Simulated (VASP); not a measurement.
# GePt (Pnma) in VASP: single point with PBE

Aim: the single point of GePt with PBE.

All numbers are computed with VASP 6.6.1; they aren't measurements. Logs are shortened: lines on timing, memory, paths and dates and some standing lists are left out, and cuts for length are marked.

## 1. The cell of the first run

It takes space group Pnma (No. 62, orthorhombic). Conventional cell: a = 5.830 Å, b = 3.744 Å, c = 6.177 Å, α = 90.00°, β = 90.00°, γ = 90.00°. Ge (site symmetry m) has 6 Pt at 2.51 to 2.71 Å and 2 Ge at 3.06 Å within 3.3 Å. Within 3.3 Å of Pt (site symmetry m) lie 6 Ge at 2.51 to 2.71 Å and 4 Pt at 3.00 to 3.02 Å.

## 2. Single point, PBE

Contents of INCAR:

```
SYSTEM = GePt
PREC = Accurate
ENCUT = 520
EDIFF = 1E-7
ISMEAR = 0
SIGMA = 0.1
LREAL = .False.
LASPH = .True.
NELM = 100
ALGO = Normal
ISIF = 2
LWAVE = .False.
LCHARG = .False.
GGA = PE
NBANDS = 58
```

Contents of KPOINTS:

```
Automatic mesh
0
Gamma
  4 6 4
  0 0 0
```

Contents of POSCAR:

```
GePt
1.0
    5.8300210086      0.0000000000      0.0000000000
    0.0000000000      3.7440557320      0.0000000000
    0.0000000000      0.0000000000      6.1767211108
Ge Pt
4 4
Direct
    0.1857872921      0.2500000000      0.5879018538
    0.3142127079      0.7500000000      0.0879018538
    0.6857872921      0.2500000000      0.9120981462
    0.8142127079      0.7500000000      0.4120981462
    0.9978352670      0.2500000000      0.1921988393
    0.5021647330      0.7500000000      0.6921988393
    0.4978352670      0.2500000000      0.3078011607
    0.0021647330      0.7500000000      0.8078011607
```

Potentials or basis: VASP PAW PBE potentials, release 64 (Ge_d, Pt).

Run with:

```
$ cat potpaw_PBE.64/Ge_d/POTCAR potpaw_PBE.64/Pt/POTCAR > POTCAR
$ mpirun -np 1 vasp_std > vasp.out
```

OUTCAR:

```text
SYSTEM = GePt
   PREC = Accurate
   ENCUT = 520
   EDIFF = 1E-7
   ISMEAR = 0
   LREAL = .False.
   LASPH = .True.
   NELM = 100
   ISIF = 2
   GGA = PE

 ion  position               nearest neighbor table
   1  0.186  0.250  0.588-   7 2.51   8 2.55   8 2.55   5 2.68   6 2.71   6 2.71
   2  0.314  0.750  0.088-   8 2.51   7 2.55   7 2.55   6 2.68   5 2.71   5 2.71
   3  0.686  0.250  0.912-   5 2.51   6 2.55   6 2.55   7 2.68   8 2.71   8 2.71
   4  0.814  0.750  0.412-   6 2.51   5 2.55   5 2.55   8 2.68   7 2.71   7 2.71
   5  0.998  0.250  0.192-   3 2.51   4 2.55   4 2.55   1 2.68   2 2.71   2 2.71   7 3.00   7 3.00
                             8 3.02   8 3.02
   6  0.502  0.750  0.692-   4 2.51   3 2.55   3 2.55   2 2.68   1 2.71   1 2.71   8 3.00   8 3.00
                             7 3.02   7 3.02
   7  0.498  0.250  0.308-   1 2.51   2 2.55   2 2.55   3 2.68   4 2.71   4 2.71   5 3.00   5 3.00
                             6 3.02   6 3.02
   8  0.002  0.750  0.808-   2 2.51   1 2.55   1 2.55   4 2.68   3 2.71   3 2.71   6 3.00   6 3.00
                             5 3.02   5 3.02

  LATTYP: Found a simple orthorhombic cell.
 ALAT       =     3.7440557320
 B/A-ratio  =     1.5571405518
 C/A-ratio  =     1.6497406964

  Lattice vectors:

 A1 = (   0.0000000000,  -3.7440557320,   0.0000000000)
 A2 = (   5.8300210086,   0.0000000000,   0.0000000000)
 A3 = (   0.0000000000,   0.0000000000,   6.1767211108)

Analysis of symmetry for initial positions (statically):
=====================================================================
 Subroutine PRICEL returns:
 Original cell was already a primitive cell.

 Routine SETGRP: Setting up the symmetry group for a
 simple orthorhombic supercell.

 Subroutine GETGRP returns: Found  8 space group operations
 (whereof  2 operations were pure point group operations)
 out of a pool of  8 trial point group operations.

The static configuration has the point symmetry S_2 .
 The point group associated with its full space group is D_2h.

Analysis of symmetry for dynamics (positions and initial velocities):
=====================================================================
 Subroutine PRICEL returns:
 Original cell was already a primitive cell.

 Routine SETGRP: Setting up the symmetry group for a
 simple orthorhombic supercell.

 Subroutine GETGRP returns: Found  8 space group operations
 (whereof  2 operations were pure point group operations)
 out of a pool of  8 trial point group operations.

The dynamic configuration has the point symmetry S_2 .
 The point group associated with its full space group is D_2h.

 Subroutine INISYM returns: Found  8 space group operations
 (whereof  2 operations are pure point group operations),
 and found     1 'primitive' translations

----------------------------------------------------------------------------------------

                                     Primitive cell

  volume of cell :     134.8250

  direct lattice vectors                    reciprocal lattice vectors
     5.830021009  0.000000000  0.000000000     0.171525969  0.000000000  0.000000000
     0.000000000  3.744055732  0.000000000     0.000000000  0.267090041  0.000000000
     0.000000000  0.000000000  6.176721111     0.000000000  0.000000000  0.161898195

  length of vectors
     5.830021009  3.744055732  6.176721111     0.171525969  0.267090041  0.161898195

  position of ions in fractional coordinates (direct lattice)
     0.185787292  0.250000000  0.587901854
     0.314212708  0.750000000  0.087901854
     0.685787292  0.250000000  0.912098146
     0.814212708  0.750000000  0.412098146
     0.997835267  0.250000000  0.192198839
     0.502164733  0.750000000  0.692198839
     0.497835267  0.250000000  0.307801161
     0.002164733  0.750000000  0.807801161

  ion indices of the primitive-cell ions
   primitive index   ion index
                 1           1
                 2           2
                 3           3
                 4           4
                 5           5
                 6           6
                 7           7
                 8           8

----------------------------------------------------------------------------------------

 KPOINTS: Automatic mesh

Automatic generation of k-mesh.
 Grid dimensions read from file:
 generate k-points for:    4    6    4

 Generating k-lattice:

  Cartesian coordinates                     Fractional coordinates (reciprocal lattice)
     0.042881492  0.000000000  0.000000000     0.250000000  0.000000000  0.000000000
     0.000000000  0.044515007  0.000000000     0.000000000  0.166666667  0.000000000
     0.000000000  0.000000000  0.040474549     0.000000000  0.000000000  0.250000000

  Length of vectors
     0.042881492  0.044515007  0.040474549

  Shift w.r.t. Gamma in fractional coordinates (k-lattice)
     0.000000000  0.000000000  0.000000000

 Subroutine IBZKPT returns following result:
 ===========================================

 Found     36 irreducible k-points:

 Following reciprocal coordinates:
            Coordinates               Weight
  0.000000  0.000000  0.000000      1.000000
  0.250000  0.000000  0.000000      2.000000
  0.500000  0.000000  0.000000      1.000000
  0.000000  0.166667  0.000000      2.000000
  0.250000  0.166667  0.000000      4.000000
  0.500000  0.166667  0.000000      2.000000
[... 16 lines left out ...]
  0.250000  0.500000  0.250000      4.000000
  0.500000  0.500000  0.250000      2.000000
 [... further k-points ...]
   k-points           NKPTS =     36   k-points in BZ     NKDIM =     36   number of bands    NBANDS=     58
   number of dos      NEDOS =    301   number of ions     NIONS =      8
   total plane-waves  NPLWV =  64512
   dimension x,y,z NGX =    48 NGY =   28 NGZ =   48
   dimension x,y,z NGXF=    96 NGYF=   56 NGZF=   96
   ions per type =               4   4
   NGX,Y,Z   is equivalent  to a cutoff of  13.69, 12.43, 12.92 a.u.
   NGXF,Y,Z  is equivalent  to a cutoff of  27.37, 24.87, 25.84 a.u.
 SYSTEM =  GePt
   PREC   = accura    normal or accurate (medium, high low for compatibility)
   ISTART =      0    job   : 0-new  1-cont  2-samecut
   ICHARG =      2    charge: 1-file 2-atom 10-const
   ISPIN  =      1    spin polarized calculation?
   LNONCOLLINEAR =      F non collinear calculations
   LSORBIT =      F    spin-orbit coupling
   LASPH  =      T    aspherical Exc in radial PAW
   ENCUT  =  520.0 eV  38.22 Ry    6.18 a.u.  10.84  6.96 11.48*2*pi/ulx,y,z
   NELM   =    100;   NELMIN=  2; NELMDL= -5     # of ELM steps
   EDIFF  = 0.1E-06   stopping-criterion for ELM
   LREAL  =      F    real-space projection
   EDIFFG = 0.1E-05   stopping-criterion for IOM
   NSW    =      0    number of steps for IOM
   IBRION =     -1    ionic relax: 0-MD 1-quasi-New 2-CG
   NFREE  =      0    steps in history (QN), initial steepest desc. (CG)
   ISIF   =      2    stress and relaxation
   ISYM   =      2    0-nonsym 1-usesym 2-fastsym
   POTIM  = 0.5000    time-step for ionic-motion
   TEBEG  =    0.0;   TEEND  =   0.0 temperature during run
   PSTRESS=    0.0 pullay stress
   NELECT =      96.0000    total number of electrons
   NUPDOWN=      -1.0000    fix difference up-down
   EMIN   =  10.00;   EMAX   =-10.00  energy-range for DOS
   EFERMI =   0.00;   METHOD = LEGACY
   ISMEAR =     0;   SIGMA  =   0.10  broadening in eV -4-tet -1-fermi 0-gaus
   EFERMI_NEDOS =   21; number of points for ismear=-14 and -15
   IALGO  =     38    algorithm
   IMIX   =      4    mixing-type and parameters
     AMIX     =   0.40;   BMIX     =  1.00
     AMIX_MAG =   1.60;   BMIX_MAG =  1.00
  volume/ion in A,a.u.               =      16.85       113.73
  Fermi-wavevector in a.u.,A,eV,Ry     =   1.461869  2.762532 29.076477  2.137061
  Thomas-Fermi vector in A             =   2.578150
   LORBIT       =      0    0 simple, 1 ext, 2 COOP (PROOUT), +10 PAW based schemes
   GGA     = PE    functional components
   LHFCALC =     F    Hartree Fock is set to
   AEXX    =    0.0000 exact exchange contribution
   IVDW    =     0    specifies the selected vdW correction
   LEPSILON=     F    determine dielectric tensor
   LRPA    =     F    only Hartree local field effects (RPA)
 non-spin polarized calculation
 Gauss-broadening in eV      SIGMA  =   0.10
  energy-cutoff  :      520.00
  volume of cell :      134.82
 maximum number of plane-waves:      3676
 NGX is ok and might be reduce to    48
   NGX = 21   NGY = 13   NGZ = 23

 number of electron      95.9999959 magnetization

 Free energy of the ion-electron system (eV)
  ---------------------------------------------------
  ext. energy  EPLUGINS =         0.00000000
  ---------------------------------------------------
  free energy    TOTEN  =       -46.20124427 eV

  energy without entropy =      -46.18597354  energy(sigma->0) =      -46.19360890

 E-fermi :   9.1004     XC(G=0): -12.2222

 val. band max:        9.0929670209   @ k =   0.5000   0.1667   0.2500
 cond. band min:       9.1148631403   @ k =   0.0000   0.5000   0.2500
 fundamental gap:      0.0218961193
 Fermi energy:         9.1003911441

 k-point     1 :       0.0000    0.0000    0.0000
  band No.  band energies     occupation
      1     -16.0082      2.00000
      2     -16.0012      2.00000
      3     -16.0010      2.00000
      4     -15.9982      2.00000
      5     -15.9875      2.00000
      6     -15.9774      2.00000
[... 50 lines left out ...]
     57      14.1744      0.00000
     58      14.5492      0.00000

 k-point     2 :       0.2500    0.0000    0.0000
  band No.  band energies     occupation
      1     -16.0069      2.00000
      2     -16.0018      2.00000
      3     -16.0001      2.00000
      4     -15.9980      2.00000
      5     -15.9866      2.00000
      6     -15.9792      2.00000
[... 50 lines left out ...]
     57      14.0778      0.00000
     58      14.6635      0.00000

 k-point     3 :       0.5000    0.0000    0.0000
  band No.  band energies     occupation
      1     -16.0042      2.00000
      2     -16.0042      2.00000
      3     -15.9984      2.00000
      4     -15.9984      2.00000
      5     -15.9834      2.00000
      6     -15.9834      2.00000
[... 1216 lines left out ...]
      3     -15.9967      2.00000
      4     -15.9967      2.00000
      5     -15.9816      2.00000
      6     -15.9816      2.00000
[... 50 lines left out ...]
     57      14.9130      0.00000
     58      14.9131      0.00000

 k-point    24 :       0.5000    0.5000    0.2500
  band No.  band energies     occupation
      1     -15.9965      2.00000
      2     -15.9965      2.00000
      3     -15.9965      2.00000
      4     -15.9965      2.00000
      5     -15.9786      2.00000
      6     -15.9786      2.00000
[... 50 lines left out ...]
     57      14.1873      0.00000
     58      14.1873      0.00000

 [... further k-points ...]
[... 5 lines left out ...]
  --------------------------------------------------------------------------------------
  -------------------------------------------------------------------------------------
  Total        0.0718489      0.0952002      0.0037479      0.0000000      0.0000000      0.0000000
  in kB        0.8538080      1.1313004      0.0445379      0.0000000      0.0000000      0.0000000
  external PRESSURE =       0.6765488 kB  Pullay stress =       0.0000000 kB

 VOLUME and BASIS-vectors are now :
 -----------------------------------------------------------------------------
  energy-cutoff  :      520.00
  volume of cell :      134.82
      direct lattice vectors                 reciprocal lattice vectors
     5.830021009  0.000000000  0.000000000     0.171525969  0.000000000  0.000000000
     0.000000000  3.744055732  0.000000000     0.000000000  0.267090041  0.000000000
     0.000000000  0.000000000  6.176721111     0.000000000  0.000000000  0.161898195

 POSITION                                       TOTAL-FORCE (eV/Angst)
 -----------------------------------------------------------------------------------
      1.08314      0.93601      3.63131        -0.006710      0.000000     -0.013590
      1.83187      2.80804      0.54295         0.006710      0.000000     -0.013590
      3.99815      0.93601      5.63378        -0.006710     -0.000000      0.013590
      4.74688      2.80804      2.54542         0.006710     -0.000000      0.013590
      5.81740      0.93601      1.18716         0.013793      0.000000      0.003236
      2.92763      2.80804      4.27552        -0.013793      0.000000      0.003236
      2.90239      0.93601      1.90120         0.013793      0.000000     -0.003236
      0.01262      2.80804      4.98956        -0.013793      0.000000     -0.003236
 -----------------------------------------------------------------------------------
    total drift:                               -0.000000      0.000000      0.000000

  FREE ENERGIE OF THE ION-ELECTRON SYSTEM (eV)
  ---------------------------------------------------
  free  energy   TOTEN  =       -46.2012442744 eV

  energy  without entropy=      -46.1859735353  energy(sigma->0) =      -46.19360890
```

Wall time 9.6 min (1 thread of Intel Xeon 6975P-C, shared host); peak memory 0.38 GiB.

What came out:

```yaml
Free_energy: -46.2012 eV
Pressure: 0.1 GPa
Largest_force: 0.015 eV/Å
Band_gap_on_the_k_mesh: zero (band 48 reaches 9.80 eV, above the bottom of band 49 at 8.65 eV)
```

Forces in eV/Å, atoms in the order of the input:
```
Ge  -0.007  0.000 -0.014
Ge   0.007  0.000 -0.014
Ge  -0.007  0.000  0.014
Ge   0.007  0.000  0.014
Pt   0.014  0.000  0.003
Pt  -0.014  0.000  0.003
Pt   0.014  0.000 -0.003
Pt  -0.014  0.000 -0.003
```

Levels at points of the mesh, in eV from the Fermi level:
```
           k point  band 45  band 46  band 47  band 48  band 49  band 50  band 51  band 52
(0.00, 0.00, 0.00)    -2.35    -1.36    -1.28    -0.90     0.64     0.79     3.02     3.22
(0.50, 0.00, 0.00)    -2.35    -2.35    -0.02    -0.02     1.36     1.36     2.24     2.24
(0.00, 0.50, 0.00)    -2.40    -2.40    -1.51    -1.51    -0.14    -0.14     2.03     2.03
(0.50, 0.50, 0.00)    -1.79    -1.79    -1.79    -1.79     0.58     0.58     0.58     0.58
(0.00, 0.00, 0.50)    -1.75    -1.75    -0.01    -0.01     1.13     1.13     1.81     1.81
(0.50, 0.00, 0.50)    -1.29    -1.29     0.70     0.70     1.73     1.73     2.65     2.65
(0.00, 0.50, 0.50)    -2.35    -2.35    -2.04    -2.04     0.48     0.48     0.97     0.97
(0.50, 0.50, 0.50)    -2.34    -2.34    -2.34    -2.34     2.40     2.40     2.40     2.40
```

Caveat: spin-orbit coupling is left out, which moves the levels of the heavy elements.
